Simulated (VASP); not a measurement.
Here is a VASP 6.6.1 calculation.

Contents of INCAR:

```
PREC = Accurate ; ENCUT = 520
EDIFF = 1E-7 ; ISMEAR = 0
SIGMA = 0.1 ; LREAL = F
LASPH = T ; NELM = 60
ALGO = Normal ; ISIF = 2
LWAVE = F ; LCHARG = F
LDIPOL = T ; IDIPOL = 3
DIPOL = 0.5 0.5 0.500 ; GGA = PE
NBANDS = 24
```

KPOINTS

```
Automatic mesh
0
Gamma
  3 3 1
```

The input POSCAR:

```
Ag
1.0
    5.7731890000      0.0000000000      0.0000000000
   -2.8865940000      4.9997280000      0.0000000000
    0.0000000000      0.0000000000     14.0000000000
Ag
3
Direct
    0.5000000000      0.0000000000      0.5000000000
    0.0000000000      0.5000000000      0.5000000000
    0.5000000000      0.5000000000      0.5000000000
```

Potentials or basis: VASP PAW PBE potentials, release 64 (Ag).

Run with:

```sh
$ cat potpaw_PBE.64/Ag/POTCAR > POTCAR
$ mpirun -np 1 vasp_std > vasp.out
```

Q: What does it give for the band gap on the k mesh?

A: Zero (an odd number of electrons rules out a gap without spin polarisation).
